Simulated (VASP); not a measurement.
# MnO2 (P-3m1) in VASP: a series of runs, part 2 of 2

VASP 6.6.1.

### Step 4. Single point, PBEsol, collinear spin, ferromagnetic start

This run uses another cell than the first one, of 11.49 Å³/atom.

File INCAR:

```
  PREC = Accurate
  ENCUT = 520
  EDIFF = 1E-7
  ISMEAR = -1
  SIGMA = 0.05
  LREAL = F
  LASPH = T
  NELM = 150
  ALGO = Normal
  ISIF = 2
  LWAVE = F
  LCHARG = F
  ISPIN = 2
  MAGMOM = 4 0 0
  LORBIT = 11
  LMAXMIX = 4
  GGA = PS
  NBANDS = 24
```

File KPOINTS:

```
regular mesh
0
Gamma
  11 11 6
```

File POSCAR:

```
MnO2
1.0
    2.9126037410      0.0000000000      0.0000000000
   -1.4563018705      2.5223888309      0.0000000000
    0.0000000000      0.0000000000      4.6916199912
Mn O
1 2
Direct
    0.0000000000      0.0000000000      0.5000000000
    0.3333333333      0.6666666667      0.7062925700
    0.6666666667      0.3333333333      0.2937074300
```

Potentials or basis: VASP PAW PBE potentials, release 64 (Mn_pv, O).

On the command line:

```console
> cat potpaw_PBE.64/Mn_pv/POTCAR potpaw_PBE.64/O/POTCAR > POTCAR
> mpirun -np 1 vasp_std > vasp.out
```

OUTCAR:

```text
PREC = Accurate
   ENCUT = 520
   EDIFF = 1E-7
   ISMEAR = -1
   LREAL = F
   LASPH = T
   NELM = 150
   ISIF = 2
   ISPIN = 2
   LORBIT = 11
   GGA = PS

 ion  position               nearest neighbor table
   1  0.000  0.000  0.500-   2 1.94   3 1.94   3 1.94   2 1.94   3 1.94   2 1.94
   2  0.333  0.667  0.706-   1 1.94   1 1.94   1 1.94
   3  0.667  0.333  0.294-   1 1.94   1 1.94   1 1.94

  LATTYP: Found a hexagonal cell.
 ALAT       =     2.9126037410
 C/A-ratio  =     1.6107992739

  Lattice vectors:

 A1 = (   2.9126037410,   0.0000000000,   0.0000000000)
 A2 = (  -1.4563018705,   2.5223888309,   0.0000000000)
 A3 = (   0.0000000000,   0.0000000000,   4.6916199912)

Analysis of symmetry for initial positions (statically):
=====================================================================
 Subroutine PRICEL returns:
 Original cell was already a primitive cell.

 Routine SETGRP: Setting up the symmetry group for a
 hexagonal supercell.

 Subroutine GETGRP returns: Found 12 space group operations
 (whereof 12 operations were pure point group operations)
 out of a pool of 24 trial point group operations.

The static configuration has the point symmetry D_3d.

Analysis of symmetry for dynamics (positions and initial velocities):
=====================================================================
 Subroutine PRICEL returns:
 Original cell was already a primitive cell.

 Routine SETGRP: Setting up the symmetry group for a
 hexagonal supercell.

 Subroutine GETGRP returns: Found 12 space group operations
 (whereof 12 operations were pure point group operations)
 out of a pool of 24 trial point group operations.

The dynamic configuration has the point symmetry D_3d.

Analysis of structural, dynamic, and magnetic symmetry:
=====================================================================
 Subroutine PRICEL returns:
 Original cell was already a primitive cell.

[... 148 lines left out ...]

 Free energy of the ion-electron system (eV)
  ---------------------------------------------------
  ext. energy  EPLUGINS =         0.00000000
  ---------------------------------------------------
  free energy    TOTEN  =       -24.97556766 eV

  energy without entropy =      -24.97556408  energy(sigma->0) =      -24.97556587

 E-fermi :   2.9452     XC(G=0): -10.7410

 val. band max:        2.4738619914   @ k =   0.0909   0.0909   0.5000
 cond. band min:       3.3812701830   @ k =   0.0000   0.0000   0.5000
 fundamental gap:      0.9074081916
 Fermi energy:         2.9451961041

 spin component 1

 k-point     1 :       0.0000    0.0000    0.0000
  band No.  band energies     occupation
      1     -47.6135      1.00000
      2     -47.6135      1.00000
      3     -47.6037      1.00000
      4     -16.5963      1.00000
      5     -14.4620      1.00000
      6      -3.4047      1.00000
[... 637 lines left out ...]
     23      22.5762      0.00000
     24      25.1772      0.00000

 [... further k-points ...]

 spin component 2

 k-point     1 :       0.0000    0.0000    0.0000
  band No.  band energies     occupation
      1     -44.5177      1.00000
      2     -44.5177      1.00000
      3     -44.3488      1.00000
      4     -16.4768      1.00000
      5     -14.3963      1.00000
      6      -2.5874      1.00000
[... 637 lines left out ...]
     23      23.3347      0.00000
     24      25.2973      0.00000

 [... further k-points ...]
[... 5 lines left out ...]
  --------------------------------------------------------------------------------------
  -------------------------------------------------------------------------------------
  Total       -2.8633066     -2.8633066     -1.5597545      0.0000000      0.0000000      0.0000000
  in kB     -133.0951329   -133.0951329    -72.5020977      0.0000000      0.0000000      0.0000000
  external PRESSURE =    -112.8974545 kB  Pullay stress =       0.0000000 kB

 VOLUME and BASIS-vectors are now :
 -----------------------------------------------------------------------------
  energy-cutoff  :      520.00
  volume of cell :       34.47
      direct lattice vectors                 reciprocal lattice vectors
     2.912603741  0.000000000  0.000000000     0.343335410  0.198224791  0.000000000
    -1.456301870  2.522388831  0.000000000     0.000000000  0.396449583  0.000000000
     0.000000000  0.000000000  4.691619991     0.000000000  0.000000000  0.213145993

 POSITION                                       TOTAL-FORCE (eV/Angst)
 -----------------------------------------------------------------------------------
      0.00000      0.00000      2.34581         0.000000      0.000000      0.000000
     -0.00000      1.68159      3.31366        -0.000000      0.000000     -0.842466
      1.45630      0.84080      1.37796         0.000000      0.000000      0.842466
 -----------------------------------------------------------------------------------
    total drift:                               -0.000000      0.000000      0.000000

  FREE ENERGIE OF THE ION-ELECTRON SYSTEM (eV)
  ---------------------------------------------------
  free  energy   TOTEN  =       -24.9755676591 eV

  energy  without entropy=      -24.9755640756  energy(sigma->0) =      -24.97556587

 total charge

# of ion       s       p       d       tot
------------------------------------------
    1        0.338   6.426   4.875  11.639
    2        1.577   3.364   0.000   4.941
    3        1.577   3.364   0.000   4.941
--------------------------------------------------
tot          3.492  13.154   4.875  21.521

 magnetization (x)

# of ion       s       p       d       tot
------------------------------------------
    1        0.030   0.038   2.826   2.894
    2        0.004   0.010   0.000   0.013
    3        0.004   0.010   0.000   0.013
--------------------------------------------------
tot          0.038   0.057   2.826   2.921
```

stdout:

```text
POSCAR found type information on POSCAR MnO
 POSCAR found :  2 types and       3 ions
 scaLAPACK will be used
 -----------------------------------------------------------------------------
|                                                                             |
|                                                                             |
|     You enforced a specific xc type in the INCAR file but a different       |
|     I HOPE YOU KNOW WHAT YOU ARE DOING!                                     |
|                                                                             |
 -----------------------------------------------------------------------------

 LDA part: xc-table for (Slater+PW92), standard interpolation
 POSCAR, INCAR and KPOINTS ok, starting setup
 FFT: planning ... GRIDC
 FFT: planning ... GRID_SOFT
 FFT: planning ... GRID
 WAVECAR not read
 entering main loop
```

Run time: 3.6 min. Hardware: 1 thread of Intel Xeon 8259CL, shared host; peak memory 0.24 GiB.

Results:

- Free energy: -24.9756 eV
- Pressure: -11.3 GPa
- Largest force: 0.842 eV/Å
- Band gap on the k mesh: 0.91 eV (least direct gap 0.98 eV)
- Net moment: 3.00 μB per cell
- Site moments: Mn +2.89; O +0.01 μB
- Valence electrons inside the program's atomic spheres: Mn 11.64; O 4.94

Forces in eV/Å, atoms in the order of the input:
```
Mn   0.000  0.000  0.000
O    0.000  0.000 -0.842
O    0.000  0.000  0.842
```

Stress tensor (GPa, compression positive):
```
-13.31   0.00   0.00
  0.00 -13.31   0.00
  0.00   0.00  -7.25
```

Caveat: the cell stands under tension; the PAW data sets were made with another functional, which shifts forces and pressure a little; an odd mesh through Γ misses points on the zone boundary, where band edges can lie; a cell with one magnetic atom can't hold antiferromagnetic order, which such compounds often take.

### Step 5. Single point, PBEsol, collinear spin, ferromagnetic start

This run uses another cell than the first one, of 10.84 Å³/atom.

File INCAR:

```
SYSTEM = MnO2
ALGO     = Normal         ! electronic algorithm
EDIFF    = 1E-7           ! SCF threshold, eV
ENCUT    = 520            ! plane-wave cutoff, eV
GGA      = PS             ! functional
ISIF     = 2              ! what is computed and relaxed
ISMEAR   = -1             ! smearing method
ISPIN    = 2              ! spin polarisation
LASPH    = .TRUE.         ! aspherical terms in the spheres
LCHARG   = .FALSE.        ! write CHGCAR
LMAXMIX  = 4              ! l up to which the mixer works
LORBIT   = 11             ! projections on sites
LREAL    = .FALSE.        ! projectors in reciprocal space
LWAVE    = .FALSE.        ! write WAVECAR
MAGMOM   = 4 0 0          ! initial moments
NBANDS   = 24             ! bands
NELM     = 150            ! most SCF steps
PREC     = Accurate       ! precision mode
SIGMA    = 0.05           ! smearing width, eV
```

File KPOINTS:

```
k-points
0
G
  11 11 6
  0 0 0
```

File POSCAR:

```
MnO2
1.0
    2.8565781804      0.0000000000      0.0000000000
   -1.4282890902      2.4738692722      0.0000000000
    0.0000000000      0.0000000000      4.6013740589
Mn O
1 2
Direct
    0.0000000000      0.0000000000      0.5000000000
    0.3333333333      0.6666666667      0.7062925700
    0.6666666667      0.3333333333      0.2937074300
```

On the command line:

```console
> cat potpaw_PBE.64/Mn_pv/POTCAR potpaw_PBE.64/O/POTCAR > POTCAR
> mpirun -np 1 vasp_std > vasp.out
```

Run time: 51 s. Hardware: 1 thread of Intel Xeon 6975P-C (Granite Rapids), shared host; peak memory 0.23 GiB.

The run converged. Its results:

```yaml
Free_energy: -25.0523 eV
Pressure: -1.2 GPa
Largest_force: 0.081 eV/Å
Band_gap_on_the_k_mesh: 0.70 eV (least direct gap 0.75 eV)
Net_moment: 3.00 μB per cell
Site_moments: Mn +2.84; O +0.04 μB
Valence_electrons_inside_the_program's_atomic_spheres: Mn 11.77; O 4.97
```

Forces on the atoms (eV/Å):
```
Mn   0.000  0.000  0.000
O    0.000  0.000 -0.081
O    0.000  0.000  0.081
```

Stress tensor (GPa, compression positive):
```
-1.79  0.00  0.00
 0.00 -1.79  0.00
 0.00  0.00 -0.05
```

Levels at points of the mesh, in eV from the valence-band top:
Spin up:
| k point | band 11 | band 12 | band 13 | band 14 | band 15 | band 16 | band 17 | band 18 |
| --- | --- | --- | --- | --- | --- | --- | --- | --- |
| (0.00, 0.00, 0.00) | -1.48 | -1.48 | -1.23 | -0.37 | 2.81 | 2.81 | 6.96 | 10.16 |
| (0.00, 0.00, 0.50) | -2.42 | -1.52 | -1.52 | -0.06 | 2.86 | 2.86 | 9.04 | 9.30 |
Spin down:
| k point | band 9 | band 10 | band 11 | band 12 | band 13 | band 14 |
| --- | --- | --- | --- | --- | --- | --- |
| (0.00, 0.00, 0.00) | -1.39 | -1.39 | -1.05 | 0.71 | 0.71 | 2.33 |
| (0.00, 0.00, 0.50) | -2.41 | -1.44 | -1.44 | 0.70 | 0.70 | 2.47 |

Caveat: the PAW data sets were made with another functional, which shifts forces and pressure a little; an odd mesh through Γ misses points on the zone boundary, where band edges can lie; a cell with one magnetic atom can't hold antiferromagnetic order, which such compounds often take.

### Step 6. Overview

| level | cell | gap on the mesh (eV) | pressure (GPa) | moment (μB) | largest force (eV/Å) |
| --- | --- | --- | --- | --- | --- |
| PBEsol | a = 2.894, b = 2.894, c = 4.662 Å, angles 90.0, 90.0, 120.0°, 3 atoms | 0.84 | -8.3 | 3.00 | 0.61 |
| r2SCAN | a = 2.857, b = 2.857, c = 4.601 Å, angles 90.0, 90.0, 120.0°, 3 atoms | 1.89 | 0.3 | 3.00 | 0.01 |
| PBEsol | a = 2.913, b = 2.913, c = 4.692 Å, angles 90.0, 90.0, 120.0°, 3 atoms | 0.91 | -11.3 | 3.00 | 0.84 |
| PBEsol | a = 2.857, b = 2.857, c = 4.601 Å, angles 90.0, 90.0, 120.0°, 3 atoms | 0.70 | -1.2 | 3.00 | 0.08 |

Alike in all rows: task single point; potentials or basis VASP PAW PBE potentials, release 64 (Mn_pv, O); spin collinear, ferromagnetic start; k mesh 11 × 11 × 6; cutoff (eV) 520; smearing fermi-dirac 0.05 eV.

Caveats: the PAW data sets were made with another functional, which shifts forces and pressure a little; an odd mesh through Γ misses points on the zone boundary, where band edges can lie; a cell with one magnetic atom can't hold antiferromagnetic order, which such compounds often take; the cell stands under tension (at least some runs).

Absolute energies hang on the potentials; compare differences alone.
